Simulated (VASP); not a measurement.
Here is a VASP 6.6.1 calculation.

INCAR

```
SYSTEM = Mo
PREC = Accurate
ENCUT = 520
EDIFF = 1E-7
ISMEAR = 0
SIGMA = 0.15
LREAL = .False.
LASPH = .True.
NELM = 60
ALGO = Fast
ISIF = 2
LWAVE = .False.
LCHARG = .True.
GGA = PE
LELF = .True.
LVHAR = .True.
NBANDS = 13
```

The input KPOINTS:

```
regular mesh
0
Gamma
  21 21 18
  0 0 0
```

Contents of POSCAR:

```
Mo
1.0
    2.5303471174      0.0000000000      0.0000000000
   -1.2651735587      2.5466981085      0.0000000000
    0.0000000000      0.0000000000      2.5551807000
Mo
1
Direct
    0.0000000000      0.0000000000      0.5000000000
```

Potentials or basis: VASP PAW PBE potentials, release 64 (Mo_sv).

The run is started by

```bash
$ cat potpaw_PBE.64/Mo_sv/POTCAR > POTCAR
$ mpirun -np 1 vasp_std > vasp.out
```

**Question.** What does it give for the pressure?

**Answer.** 7.7 GPa.

**Question.** What does it give for the band gap on the k mesh?

**Answer.** Zero (band 7 reaches 13.18 eV, above the bottom of band 8 at 10.71 eV).

Stress tensor (GPa, compression positive):
```
18.75  0.00  0.00
 0.00  4.06  0.00
 0.00  0.00  0.20
```

Caveat: the cell differs from its parent crystal (strain -0.0750 x Voigt [1, -1, 0, 0, 0, 0]).
